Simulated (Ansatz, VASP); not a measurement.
# Al: VASP beside Ansatz

```
CELL_PARAMETERS angstrom
3.23492 -3.23492 -3.23492
-3.23492 3.23492 -3.23492
3.23492 3.23492 3.23492
ATOMIC_POSITIONS crystal
Al 0.50000 0.50000 0.00000
Al 0.50000 0.00000 0.00000
Al 0.00000 0.50000 0.00000
Al 0.00000 0.00000 0.00000
Al 0.50000 0.50000 0.50000
Al 0.50000 0.00000 0.50000
Al 0.00000 0.50000 0.50000
Al 0.00000 0.00000 0.50000
```

Alike in both runs: task single point; functional PBE; k mesh 10 × 10 × 10; occupations gaussian, width 0.15 eV; no spin polarisation.

```csv
,VASP,Ansatz
version,VASP 6.6.1,Ansatz 0.2.0
potentials or method,"VASP PAW PBE potentials, release 64 (Al), cutoff 520 eV","scalar-relativistic, plane waves, PAW"
valence electrons in the cell,24,24
```

|  | VASP | Ansatz | Ansatz less VASP |
| --- | --- | --- | --- |
| gap on the k mesh at the Fermi level (eV) | none | none | - |
| pressure (GPa) | 0.0 | 0.0 | 0.00 |

A gap of «none» marks a metal or a gap that the smearing closes. The functional is the same, so the differences come from potentials, cutoffs and numerics.
